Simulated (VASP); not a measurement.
# BaTiO3 (Pm-3m) in VASP: single point with r2SCAN

Aim: the single point of BaTiO3 with r2SCAN.

Everything below comes from runs of VASP 6.6.1. Logs are shortened: lines on timing, memory, paths and dates and some standing lists are left out, and cuts for length are marked.

**1. The cell of the first run**

Symmetry: Pm-3m, No. 221, cubic system. Conventional cell: a = 4.027 Å, b = 4.027 Å, c = 4.027 Å, α = 90.00°, β = 90.00°, γ = 90.00°. Ba (site symmetry m-3m) has 12 O at 2.85 Å and 8 Ti at 3.49 Å within 3.8 Å. Ti (site symmetry m-3m) has 6 O at 2.01 Å within 2.7 Å. O (site symmetry 4/mmm) has 2 Ti at 2.01 Å within 2.7 Å. O (site symmetry 4/mmm) has 2 Ti at 2.01 Å within 2.7 Å.

**2. Single point, r2SCAN**

File POSCAR:

```
BaTiO3
1.0
   -4.0271443200      0.0000000000     -4.0271443200
    0.0000000000     -4.0271443200      0.0000000000
   -4.0271443200      0.0000000000      4.0271443200
Ba Ti O
2 2 6
Direct
    0.0000000000      0.0000000000      0.0000000000
    0.5000000000      0.0000000000      0.5000000000
    0.0000000000      0.5000000000      0.5000000000
    0.5000000000      0.5000000000      0.0000000000
    0.7500000000      0.5000000000      0.7500000000
    0.2500000000      0.5000000000      0.2500000000
    0.7500000000      0.5000000000      0.2500000000
    0.2500000000      0.5000000000      0.7500000000
    0.0000000000      0.0000000000      0.5000000000
    0.5000000000      0.0000000000      0.0000000000
```

File INCAR.step1:

```
SYSTEM = BaTiO3
ALGO = Normal
EDIFF = 1E-4
ENCUT = 520
GGA = PE
ISMEAR = 1
LASPH = .True.
LCHARG = .False.
LREAL = .False.
LWAVE = .True.
NBANDS = 51
NELM = 60
PREC = Accurate
SIGMA = 0.0929
```

File INCAR.step2:

```
SYSTEM = BaTiO3
ALGO = Normal
EDIFF = 1E-7
ENCUT = 520
ISIF = 2
ISMEAR = 1
ISTART = 1
LASPH = .True.
LCHARG = .False.
LMIXTAU = .True.
LREAL = .False.
LWAVE = .False.
METAGGA = R2SCAN
NBANDS = 51
NELM = 60
PREC = Accurate
SIGMA = 0.0929
```

File KPOINTS:

```
k-points
0
Gamma
  5 6 5
  0 0 0
```

Potentials or basis: VASP PAW PBE potentials, release 64 (Ba_sv, Ti_sv, O).

The run is started by

```sh
> cat potpaw_PBE.64/Ba_sv/POTCAR potpaw_PBE.64/Ti_sv/POTCAR potpaw_PBE.64/O/POTCAR > POTCAR
> cp INCAR.step1 INCAR
> mpirun -np 1 vasp_std > vasp.out
> cp INCAR.step2 INCAR
> mpirun -np 1 vasp_std > vasp.out
```

OUTCAR:

```text
SYSTEM = BaTiO3
   EDIFF = 1E-7
   ENCUT = 520
   ISIF = 2
   ISMEAR = 1
   ISTART = 1
   LASPH = .True.
   LREAL = .False.
   METAGGA = R2SCAN
   NELM = 60
   PREC = Accurate

 ion  position               nearest neighbor table
   1  0.000  0.000  0.000-   5 2.85   6 2.85   7 2.85   8 2.85   9 2.85  10 2.85   9 2.85   5 2.85
                             6 2.85   7 2.85   8 2.85  10 2.85   4 3.49   3 3.49   3 3.49   3 3.49
   2  0.500  0.000  0.500-   5 2.85   6 2.85   7 2.85   8 2.85   9 2.85  10 2.85  10 2.85   5 2.85
                             6 2.85   7 2.85   8 2.85   9 2.85   4 3.49   4 3.49   3 3.49   3 3.49
   3  0.000  0.500  0.500-   5 2.01   6 2.01   7 2.01   8 2.01   9 2.01   9 2.01   1 3.49   1 3.49
                             1 3.49   2 3.49   2 3.49   1 3.49   2 3.49   2 3.49
   4  0.500  0.500  0.000-   5 2.01   6 2.01   7 2.01   8 2.01  10 2.01  10 2.01   1 3.49   2 3.49
                             1 3.49   2 3.49   2 3.49   2 3.49   1 3.49   1 3.49
   5  0.750  0.500  0.750-   3 2.01   4 2.01   1 2.85   2 2.85   1 2.85   2 2.85
   6  0.250  0.500  0.250-   3 2.01   4 2.01   1 2.85   2 2.85   1 2.85   2 2.85
   7  0.750  0.500  0.250-   3 2.01   4 2.01   1 2.85   2 2.85   1 2.85   2 2.85
   8  0.250  0.500  0.750-   3 2.01   4 2.01   1 2.85   2 2.85   1 2.85   2 2.85
   9  0.000  0.000  0.500-   3 2.01   3 2.01   1 2.85   1 2.85   2 2.85   2 2.85
  10  0.500  0.000  0.000-   4 2.01   4 2.01   1 2.85   2 2.85   2 2.85   1 2.85

  LATTYP: Found a simple tetragonal cell.
 ALAT       =     5.6952421150
 C/A-ratio  =     0.7071067812

  Lattice vectors:

 A1 = (   4.0271443200,   0.0000000000,   4.0271443200)
 A2 = (  -4.0271443200,   0.0000000000,   4.0271443200)
 A3 = (   0.0000000000,  -4.0271443200,   0.0000000000)

Analysis of symmetry for initial positions (statically):
=====================================================================
 Subroutine PRICEL returns following result:

  LATTYP: Found a simple cubic cell.
 ALAT       =     4.0271443200

  Lattice vectors:

 A1 = (   0.0000000000,   0.0000000000,  -4.0271443200)
 A2 = (   0.0000000000,  -4.0271443200,   0.0000000000)
 A3 = (  -4.0271443200,   0.0000000000,   0.0000000000)

   2 primitive cells build up your supercell.

 Routine SETGRP: Setting up the symmetry group for a
 simple tetragonal supercell.

 Subroutine GETGRP returns: Found 16 space group operations
 (whereof 16 operations were pure point group operations)
 out of a pool of 16 trial point group operations.

The static configuration has the point symmetry D_4h.

Analysis of symmetry for dynamics (positions and initial velocities):
=====================================================================
 Subroutine PRICEL returns following result:
[... 137 lines left out ...]
   EMIN   =  10.00;   EMAX   =-10.00  energy-range for DOS
   EFERMI =   0.00;   METHOD = LEGACY
   ISMEAR =     1;   SIGMA  =   0.09  broadening in eV -4-tet -1-fermi 0-gaus
   EFERMI_NEDOS =   21; number of points for ismear=-14 and -15
   IALGO  =     38    algorithm
   IMIX   =      4    mixing-type and parameters
     AMIX     =   0.40;   BMIX     =  1.00
     AMIX_MAG =   1.60;   BMIX_MAG =  1.00
  volume/ion in A,a.u.               =      13.06        88.15
  Fermi-wavevector in a.u.,A,eV,Ry     =   1.390265  2.627220 26.297846  1.932837
  Thomas-Fermi vector in A             =   2.514217
   LORBIT       =      0    0 simple, 1 ext, 2 COOP (PROOUT), +10 PAW based schemes
   METAGGA = R2SCAN    functional components
   LHFCALC =     F    Hartree Fock is set to
   AEXX    =    0.0000 exact exchange contribution
   IVDW    =     0    specifies the selected vdW correction
   LEPSILON=     F    determine dielectric tensor
   LRPA    =     F    only Hartree local field effects (RPA)
 non-spin polarized calculation
 Methfessel and Paxton  Order N= 1 SIGMA  =   0.09
  energy-cutoff  :      520.00
  volume of cell :      130.62
 maximum number of plane-waves:      3537
 NGX is ok and might be reduce to    42
   NGX = 21   NGY = 15   NGZ = 21

 number of electron      79.9999962 magnetization

 Free energy of the ion-electron system (eV)
  ---------------------------------------------------
  ext. energy  EPLUGINS =         0.00000000
  ---------------------------------------------------
  free energy    TOTEN  =      -148.45874352 eV

  energy without entropy =     -148.46002282  energy(sigma->0) =     -148.45916995

 E-fermi :   3.4338     XC(G=0): -11.8151

 val. band max:        3.3915128860   @ k =   0.0000   0.5000   0.0000
 cond. band min:       5.4804734729   @ k =   0.0000   0.0000   0.0000
 fundamental gap:      2.0889605869
 Fermi energy:         3.4338317711

 k-point     1 :       0.0000    0.0000    0.0000
  band No.  band energies     occupation
      1     -55.5770      2.00000
      2     -55.5749      2.00000
      3     -30.7734      2.00000
      4     -30.7734      2.00000
      5     -30.7246      2.00000
      6     -30.7237      2.00000
[... 1285 lines left out ...]
     50      11.2782      0.00000
     51      11.6980      0.00000

------------------------ aborting loop because EDIFF is reached ----------------------------------------

  FORCE on cell =-STRESS in cart. coord.  units (eV):
  Direction    XX          YY          ZZ          XY          YZ          ZX
  --------------------------------------------------------------------------------------
  -------------------------------------------------------------------------------------
  Total       -1.9595169     -1.9697955     -1.9595169     -0.0000000     -0.0000000      0.0000000
  in kB      -24.0346619    -24.1607347    -24.0346619     -0.0000000     -0.0000000      0.0000000
  external PRESSURE =     -24.0766861 kB  Pullay stress =       0.0000000 kB

 VOLUME and BASIS-vectors are now :
 -----------------------------------------------------------------------------
  energy-cutoff  :      520.00
  volume of cell :      130.62
      direct lattice vectors                 reciprocal lattice vectors
    -4.027144320  0.000000000 -4.027144320    -0.124157458  0.000000000 -0.124157458
     0.000000000 -4.027144320  0.000000000     0.000000000 -0.248314915  0.000000000
    -4.027144320  0.000000000  4.027144320    -0.124157458  0.000000000  0.124157458

 POSITION                                       TOTAL-FORCE (eV/Angst)
 -----------------------------------------------------------------------------------
      0.00000      0.00000      0.00000         0.000000      0.000000     -0.000000
     -4.02714      0.00000      0.00000         0.000000      0.000000     -0.000000
     -2.01357     -2.01357      2.01357        -0.000000      0.000000      0.000000
     -2.01357     -2.01357     -2.01357         0.000000      0.000000     -0.000000
     -6.04072     -2.01357      0.00000         0.000000     -0.000000     -0.000000
     -2.01357     -2.01357      0.00000         0.000000     -0.000000     -0.000000
     -4.02714     -2.01357     -2.01357         0.000000     -0.000000     -0.000000
     -4.02714     -2.01357      2.01357        -0.000000      0.000000     -0.000000
     -2.01357      0.00000      2.01357         0.000000      0.000000     -0.000000
     -2.01357      0.00000     -2.01357         0.000000      0.000000     -0.000000
 -----------------------------------------------------------------------------------
    total drift:                                0.000000     -0.000000     -0.000000

  FREE ENERGIE OF THE ION-ELECTRON SYSTEM (eV)
  ---------------------------------------------------
  free  energy   TOTEN  =      -148.4587435174 eV

  energy  without entropy=     -148.4600228216  energy(sigma->0) =     -148.45916995
```

OUTCAR.step1:

```text
SYSTEM = BaTiO3
   EDIFF = 1E-4
   ENCUT = 520
   GGA = PE
   ISMEAR = 1
[... 1561 lines left out ...]
     -4.02714     -2.01357     -2.01357        -0.000000     -0.000000     -0.000000
     -4.02714     -2.01357      2.01357         0.000000      0.000000     -0.000000
     -2.01357      0.00000      2.01357         0.000000      0.000000     -0.000000
     -2.01357      0.00000     -2.01357         0.000000      0.000000      0.000000
 -----------------------------------------------------------------------------------
    total drift:                                0.000000     -0.000000     -0.000000

  FREE ENERGIE OF THE ION-ELECTRON SYSTEM (eV)
  ---------------------------------------------------
  free  energy   TOTEN  =       -79.9691753119 eV

  energy  without entropy=      -79.9704773411  energy(sigma->0) =      -79.96960932
```

Run time: 7.3 min. Hardware: 1 thread of Intel Xeon Platinum 8375C at 2.90GHz (Ice Lake), shared host; peak memory 0.32 GiB.

Results:

| Item | Value |
| --- | --- |
| Free energy | -148.4587 eV |
| Pressure | -2.4 GPa |
| Band gap on the k mesh | 2.09 eV |

Levels at points of the mesh, in eV from the valence-band top:
| k point | band 38 | band 39 | band 40 | band 41 | band 42 | band 43 |
| --- | --- | --- | --- | --- | --- | --- |
| (0.00, 0.00, 0.00) | -0.17 | -0.17 | -0.09 | 2.09 | 2.09 | 2.09 |
| (0.00, 0.50, 0.00) | 0.00 | 0.00 | 0.00 | 2.23 | 3.75 | 3.75 |

Caveat: the PAW data sets were made with another functional, which shifts forces and pressure a little; spin-orbit coupling is left out, which moves the levels of the heavy elements.
